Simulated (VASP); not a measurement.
SnSe:

```
Sn Se
1.0
     0.00000    2.98980    2.98980
     2.98980    0.00000    2.98980
     2.98980    2.98980    0.00000
Sn Se
1 1
Cartesian
  0.0000 0.0000 0.0000
  2.9898 2.9898 2.9898
```

Base run:

* Program: VASP 6.6.1
* Functional: RPBE
* Dispersion: D4
* Potentials or basis: VASP PAW PBE potentials, release 64 (Sn_d, Se)
* Cutoff: 520 eV
* k mesh: 8 × 8 × 8
* Occupations: fermi-dirac, width 0.05 eV
* Spin: no spin polarisation

Its results: band gap on the k mesh 0.63 eV, direct; pressure -0.9 GPa.

Problem. The run is repeated on the same cell with these changes: functional from RPBE to revPBE; dispersion from D4 to none. What comes out?

Solution. Band gap on the k mesh 0.65 eV, direct; pressure 3.2 GPa.

Several settings changed at once, so the effect can't be laid on one alone.

Caveats: the PAW data sets were made with another functional, which shifts forces and pressure a little; spin-orbit coupling is left out, which moves the levels of the heavy elements.

A k mesh can miss the band edges.
